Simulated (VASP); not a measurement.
# YN (Fm-3m) in VASP: relaxation of cell and atoms with HSE06

Aim: the relaxation of cell and atoms of YN with HSE06.

Program: VASP 6.6.1. These are calculated values, not measurements. Logs are shortened: lines on timing, memory, paths and dates and some standing lists are left out, and cuts for length are marked.

## Step 1: The cell of the first run

It takes space group Fm-3m (No. 225, cubic). Conventional cell: a = 4.896 Å, b = 4.896 Å, c = 4.896 Å, α = 90.00°, β = 90.00°, γ = 90.00°. Within 3.2 Å of Y (site symmetry m-3m) lie 6 N at 2.45 Å. Within 3.2 Å of N (site symmetry m-3m) lie 6 Y at 2.45 Å.

## Step 2: Relaxation of cell and atoms, HSE06

The input, POSCAR:

```
YN
1.0
    0.0000000000      2.4480479581      2.4480479581
    2.4480479581      0.0000000000      2.4480479581
    2.4480479581      2.4480479581      0.0000000000
Y N
1 1
Direct
    0.0000000000      0.0000000000      0.0000000000
    0.5000000000      0.5000000000      0.5000000000
```

The input, INCAR.step1:

```
SYSTEM = YN
PREC = Accurate
ENCUT = 600
EDIFF = 1E-5
ISMEAR = -1
SIGMA = 0.02
LREAL = .FALSE.
LASPH = .TRUE.
NELM = 120
ALGO = Normal
LWAVE = .TRUE.
LCHARG = .FALSE.
GGA = PE
NBANDS = 15
GGA_COMPAT = .FALSE.
IBRION = 2
ISIF = 3
EDIFFG = -0.005
NELMIN = 4
NSW = 100
```

The input, INCAR.step2:

```
SYSTEM = YN
PREC = Accurate
ENCUT = 600
EDIFF = 1E-7
ISMEAR = -1
SIGMA = 0.02
LREAL = .FALSE.
LASPH = .TRUE.
NELM = 120
ALGO = Normal
ISIF = 3
LWAVE = .FALSE.
LCHARG = .FALSE.
GGA = PE
LHFCALC = .TRUE.
HFSCREEN = 0.2079
PRECFOCK = Normal
IBRION = 2
NSW = 80
EDIFFG = -0.005
ISTART = 1
GGA_COMPAT = .FALSE.
NELMIN = 4
```

The input, KPOINTS:

```
Automatic mesh
0
G
  6 6 6
  0 0 0
```

Potentials or basis: VASP PAW PBE potentials, release 64 (Y_sv, N).

Command:

```bash
cat potpaw_PBE.64/Y_sv/POTCAR potpaw_PBE.64/N/POTCAR > POTCAR
cp INCAR.step1 INCAR
mpirun -np 1 vasp_std > vasp.out
cp INCAR.step2 INCAR
mpirun -np 1 vasp_std > vasp.out
```

OUTCAR:

```text
SYSTEM = YN
   PREC = Accurate
   ENCUT = 600
   EDIFF = 1E-7
   ISMEAR = -1
   LREAL = .FALSE.
   LASPH = .TRUE.
   NELM = 120
   ISIF = 3
   GGA = PE
   LHFCALC = .TRUE.
   HFSCREEN = 0.2079
   PRECFOCK = Normal
   IBRION = 2
   NSW = 80
   EDIFFG = -0.005
   ISTART = 1
   NELMIN = 4

 ion  position               nearest neighbor table
   1  0.000  0.000  0.000-   2 2.45   2 2.45   2 2.45   2 2.45   2 2.45   2 2.45
   2  0.500  0.500  0.500-   1 2.45   1 2.45   1 2.45   1 2.45   1 2.45   1 2.45

  LATTYP: Found a face centered cubic cell.
 ALAT       =     4.8960959162

  Lattice vectors:

 A1 = (   0.0000000000,   2.4480479581,   2.4480479581)
 A2 = (   2.4480479581,   0.0000000000,   2.4480479581)
 A3 = (   2.4480479581,   2.4480479581,   0.0000000000)

Analysis of symmetry for initial positions (statically):
=====================================================================
 Subroutine PRICEL returns:
 Original cell was already a primitive cell.

 Routine SETGRP: Setting up the symmetry group for a
 face centered cubic supercell.

 Subroutine GETGRP returns: Found 48 space group operations
 (whereof 48 operations were pure point group operations)
 out of a pool of 48 trial point group operations.

The static configuration has the point symmetry O_h .

Analysis of symmetry for dynamics (positions and initial velocities):
=====================================================================
 Subroutine PRICEL returns:
 Original cell was already a primitive cell.

 Routine SETGRP: Setting up the symmetry group for a
 face centered cubic supercell.

 Subroutine GETGRP returns: Found 48 space group operations
 (whereof 48 operations were pure point group operations)
 out of a pool of 48 trial point group operations.

The dynamic configuration has the point symmetry O_h .

 Subroutine INISYM returns: Found 48 space group operations
 (whereof 48 operations are pure point group operations),
 and found     1 'primitive' translations

----------------------------------------------------------------------------------------

                                     Primitive cell

  volume of cell :      29.3420

  direct lattice vectors                    reciprocal lattice vectors
     0.000000000  2.448047958  2.448047958    -0.204244365  0.204244365  0.204244365
     2.448047958  0.000000000  2.448047958     0.204244365 -0.204244365  0.204244365
     2.448047958  2.448047958  0.000000000     0.204244365  0.204244365 -0.204244365

  length of vectors
     3.462062624  3.462062624  3.462062624     0.353761617  0.353761617  0.353761617

  position of ions in fractional coordinates (direct lattice)
     0.000000000  0.000000000  0.000000000
     0.500000000  0.500000000  0.500000000

  ion indices of the primitive-cell ions
   primitive index   ion index
                 1           1
                 2           2

----------------------------------------------------------------------------------------

 KPOINTS: Automatic mesh

Automatic generation of k-mesh.
 Grid dimensions read from file:
 generate k-points for:    6    6    6

 Generating k-lattice:

  Cartesian coordinates                     Fractional coordinates (reciprocal lattice)
    -0.034040727  0.034040727  0.034040727     0.166666667  0.000000000  0.000000000
     0.034040727 -0.034040727  0.034040727     0.000000000  0.166666667  0.000000000
     0.034040727  0.034040727 -0.034040727     0.000000000  0.000000000  0.166666667

  Length of vectors
     0.058960269  0.058960269  0.058960269

  Shift w.r.t. Gamma in fractional coordinates (k-lattice)
     0.000000000  0.000000000  0.000000000

 Subroutine IBZKPT returns following result:
 ===========================================

 Found     16 irreducible k-points:

 Following reciprocal coordinates:
            Coordinates               Weight
  0.000000  0.000000  0.000000      1.000000
  0.166667  0.000000  0.000000      8.000000
  0.333333  0.000000  0.000000      8.000000
  0.500000  0.000000  0.000000      4.000000
  0.166667  0.166667  0.000000      6.000000
  0.333333  0.166667  0.000000     24.000000
[... 8 lines left out ...]
 -0.333333  0.333333  0.166667     24.000000
 -0.333333  0.500000  0.166667     12.000000
   k-points           NKPTS =     16   k-points in BZ     NKDIM =    216   number of bands    NBANDS=     12
   number of dos      NEDOS =    301   number of ions     NIONS =      2
   total plane-waves  NPLWV =  21952
   dimension x,y,z NGX =    28 NGY =   28 NGZ =   28
   dimension x,y,z NGXF=    56 NGYF=   56 NGZF=   56
   ions per type =               1   1
   NGX,Y,Z   is equivalent  to a cutoff of  13.45, 13.45, 13.45 a.u.
   NGXF,Y,Z  is equivalent  to a cutoff of  26.89, 26.89, 26.89 a.u.
 SYSTEM =  YN
   PREC   = accura    normal or accurate (medium, high low for compatibility)
   ISTART =      1    job   : 0-new  1-cont  2-samecut
   ICHARG =      0    charge: 1-file 2-atom 10-const
   ISPIN  =      1    spin polarized calculation?
   LNONCOLLINEAR =      F non collinear calculations
   LSORBIT =      F    spin-orbit coupling
   LASPH  =      T    aspherical Exc in radial PAW
   ENCUT  =  600.0 eV  44.10 Ry    6.64 a.u.   6.91  6.91  6.91*2*pi/ulx,y,z
   NELM   =    120;   NELMIN=  4; NELMDL=  0     # of ELM steps
   EDIFF  = 0.1E-06   stopping-criterion for ELM
   LREAL  =      F    real-space projection
   EDIFFG = -.5E-02   stopping-criterion for IOM
   NSW    =     80    number of steps for IOM
   IBRION =      2    ionic relax: 0-MD 1-quasi-New 2-CG
   NFREE  =      1    steps in history (QN), initial steepest desc. (CG)
   ISIF   =      3    stress and relaxation
   ISYM   =      3    0-nonsym 1-usesym 2-fastsym
   POTIM  = 0.5000    time-step for ionic-motion
   TEBEG  =    0.0;   TEEND  =   0.0 temperature during run
   PSTRESS=    0.0 pullay stress
   NELECT =      16.0000    total number of electrons
   NUPDOWN=      -1.0000    fix difference up-down
   EMIN   =  10.00;   EMAX   =-10.00  energy-range for DOS
   EFERMI =   0.00;   METHOD = LEGACY
   ISMEAR =    -1;   SIGMA  =   0.02  broadening in eV -4-tet -1-fermi 0-gaus
   EFERMI_NEDOS =   21; number of points for ismear=-14 and -15
   IALGO  =     38    algorithm
   IMIX   =      1    mixing-type and parameters
     AMIX     =   0.40;   BMIX     =  1.00
     AMIX_MAG =   1.60;   BMIX_MAG =  1.00
  volume/ion in A,a.u.               =      14.67        99.00
  Fermi-wavevector in a.u.,A,eV,Ry     =   1.337473  2.527457 24.338551  1.788833
  Thomas-Fermi vector in A             =   2.466019
   LORBIT       =      0    0 simple, 1 ext, 2 COOP (PROOUT), +10 PAW based schemes
   GGA     = PE    functional components
   LHFCALC =     T    Hartree Fock is set to
   PRECFOCK=normal    Normal, Fast or Accurate (Low or Medium for compatibility)
   ENCUT4O =  -1.0   cutoff for four orbital integrals eV
   NKREDX  =     1    reduce k-point grid by
   NKREDY  =     1    reduce k-point grid by
   NKREDZ  =     1    reduce k-point grid by
   AEXX    =    0.2500 exact exchange contribution
   HFSCREEN=    0.2079 screening length (either q_TF or 0.3 A-1)
   HFSCREENC=   0.2079 screening length for correlation (either q_TF or 0.3 A-1)
   ENCUTFOCK=  -1.0 apply spherical cutoff to Coloumb kernel
   IVDW    =     0    specifies the selected vdW correction
   LEPSILON=     F    determine dielectric tensor
   LRPA    =     F    only Hartree local field effects (RPA)
 conjugate gradient relaxation of ions
 non-spin polarized calculation
  energy-cutoff  :      600.00
  volume of cell :       29.34
 maximum number of plane-waves:      1002
  NGX = 24; NGY = 24; NGZ = 24

--------------------------------------- Ionic step        1  -------------------------------------------

 number of electron      16.0000002 magnetization

 Free energy of the ion-electron system (eV)
  ---------------------------------------------------
  ext. energy  EPLUGINS =         0.00000000
  ---------------------------------------------------
  free energy    TOTEN  =       -21.28088888 eV

  energy without entropy =      -21.28088888  energy(sigma->0) =      -21.28088888

------------------------ aborting loop because EDIFF is reached ----------------------------------------

  FORCE on cell =-STRESS in cart. coord.  units (eV):
  Direction    XX          YY          ZZ          XY          YZ          ZX
  --------------------------------------------------------------------------------------
  -------------------------------------------------------------------------------------
  Total       -0.3302720     -0.3302720     -0.3302720     -0.0000000     -0.0000000      0.0000000
  in kB      -18.0340205    -18.0340205    -18.0340205     -0.0000000     -0.0000000      0.0000000
  external PRESSURE =     -18.0340205 kB  Pullay stress =       0.0000000 kB
[... 57 lines left out ...]
  energy  without entropy=      -21.2799432222  energy(sigma->0) =      -21.27994322

--------------------------------------- Ionic step        3  -------------------------------------------

 number of electron      16.0000002 magnetization

 Free energy of the ion-electron system (eV)
  ---------------------------------------------------
  ext. energy  EPLUGINS =         0.00000000
  ---------------------------------------------------
  free energy    TOTEN  =       -21.28269189 eV

  energy without entropy =      -21.28269189  energy(sigma->0) =      -21.28269189

 E-fermi :   4.0962     XC(G=0):  -9.2782

 val. band max:        3.5822252118   @ k =   0.0000   0.0000   0.0000
 cond. band min:       4.6575667268   @ k =   0.5000   0.5000   0.0000
 fundamental gap:      1.0753415150
 Fermi energy:         4.0961707318

 k-point     1 :       0.0000    0.0000    0.0000
  band No.  band energies     occupation
      1     -39.9636      2.00000
      2     -18.2366      2.00000
      3     -18.2366      2.00000
      4     -18.2366      2.00000
      5     -10.8414      2.00000
      6       3.5822      2.00000
      7       3.5822      2.00000
      8       3.5822      2.00000
      9       7.9027      0.00000
     10       7.9027      0.00000
     11       7.9027      0.00000
     12       8.9163      0.00000
[... 252 lines left out ...]
  FREE ENERGIE OF THE ION-ELECTRON SYSTEM (eV)
  ---------------------------------------------------
  free  energy   TOTEN  =       -21.2826918927 eV

  energy  without entropy=      -21.2826918927  energy(sigma->0) =      -21.28269189

 reached required accuracy - stopping structural energy minimisation
```

Wall time 78 min (1 thread of Intel Xeon 6975P-C (Granite Rapids), shared host); peak memory 0.29 GiB.

Results:

```yaml
Free_energy: -21.2827 eV
Relaxed_volume: 14.51 Å³/atom
Relaxed_cell: a = 3.450 Å, b = 3.450 Å, c = 3.450 Å, α = 60.00°, β = 60.00°, γ = 60.00°
Space_group_after_relaxing_to_0.1_Å: Fm-3m (No. 225)
Energy_gained_by_relaxing: 0.9 meV/atom
Ionic_steps: 3
Pressure_after_relaxing: 0.0 GPa
Band_gap_on_the_k_mesh: 1.08 eV (least direct gap 1.53 eV)
```

The path:
| step | energy change (eV) | largest force (eV/Å) | pressure (GPa) | volume (Å³) |
| --- | --- | --- | --- | --- |
| 1 | 0.0000 | 0.0000 | -1.80 | 29.34 |
| 2 | 0.0009 | 0.0000 | 2.35 | 28.65 |
| 3 | -0.0018 | 0.0000 | -0.02 | 29.03 |

Final structure:
```
CELL_PARAMETERS angstrom
0.00000 2.43926 2.43926
2.43926 0.00000 2.43926
2.43926 2.43926 0.00000
ATOMIC_POSITIONS crystal
Y 0.00000 0.00000 0.00000
N 0.50000 0.50000 0.50000
```

Caveat: the PAW data sets were made with another functional, which shifts forces and pressure a little. A k mesh can miss the band edges.
